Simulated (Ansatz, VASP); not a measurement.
## BN: VASP beside Ansatz

INCAR

```
ALGO     = Normal         # electronic algorithm
EDIFF    = 1E-7           # SCF threshold, eV
ENCUT    = 520            # plane-wave cutoff, eV
GGA      = PE             # functional
ISIF     = 2              # what is computed and relaxed
ISMEAR   = -1             # smearing method
LASPH    = T              # aspherical terms in the spheres
LCHARG   = F              # write CHGCAR
LREAL    = F              # projectors in reciprocal space
LWAVE    = F              # write WAVECAR
NBANDS   = 16             # bands
NELM     = 100            # most SCF steps
PREC     = Accurate       # precision mode
SIGMA    = 0.02           # smearing width, eV
```

Contents of KPOINTS:

```
k-points
0
Gamma
  12 12 6
```

Contents of POSCAR:

```
BN
1.0
    2.5439499996      0.0000000000      0.0000000000
   -1.2719749998      2.2031253256      0.0000000000
    0.0000000000      0.0000000000      4.0815808813
B N
2 2
Direct
    0.3333333333      0.6666666667     -0.0000904068
    0.6666666667      0.3333333333      0.4999095932
    0.3333333333      0.6666666667      0.3750904068
    0.6666666667      0.3333333333      0.8750904068
```

Input for Ansatz:

```yaml
crystal:
  lattice:
    - [2.5439499996, 0.0, 0.0]
    - [-1.2719749998, 2.2031253256, 0.0]
    - [0.0, 0.0, 4.0815808813]
  atoms:
    - { symbol: B, position: [0.3333333333, 0.6666666667, -9.04068e-05] }
    - { symbol: B, position: [0.6666666667, 0.3333333333, 0.4999095932] }
    - { symbol: "N", position: [0.3333333333, 0.6666666667, 0.3750904068] }
    - { symbol: "N", position: [0.6666666667, 0.3333333333, 0.8750904068] }
kpoints:
  mp_grid: { grid: [12, 12, 6] }
  band_path:
    path:
      - [0.0, 0.0, 0.0]
      - [0.5, 0.0, 0.0]
      - [0.3333333333, 0.3333333333, 0.0]
      - [0.0, 0.0, 0.5]
      - [0.5, 0.0, 0.5]
      - [0.3333333333, 0.3333333333, 0.5]
      - [0.1, 0.0, 0.0]
    npoints: 1
hamiltonian:
  xc: pbe
scf:
  occupations: { method: fermi_dirac, width: 0.02 }
  n_extra_bands: 5
output:
  forces: true
  stress: true
  eigenvalues: true
```

Change from the starting cell: uniaxial_z strain -3.0%.

Alike in both runs: task single point; functional PBE; k mesh 12 × 12 × 6; occupations fermi-dirac, width 0.02 eV; no spin polarisation.

```csv
,VASP,Ansatz
version,VASP 6.6.1,Ansatz 0.2.0
potentials or method,"VASP PAW PBE potentials, release 64 (B, N)","plane waves, PAW"
plane-wave cutoff (eV),520,420
valence electrons in the cell,16,16
```

|  | VASP | Ansatz | Ansatz less VASP |
| --- | --- | --- | --- |
| gap on the k mesh at the Fermi level (eV) | 5.29 | 5.30 | +0.019 |
| pressure (GPa) | 18.1 | 17.8 | -0.38 |
| traceless stress, the component that is largest in VASP (GPa) | 21.77 | 21.65 | -0.118 |
| rms of the force components (eV/Å) | 0.024 | 0.021 | -0.0024 |

Atom by atom the forces differ by 0.002 eV/Å (rms over components).
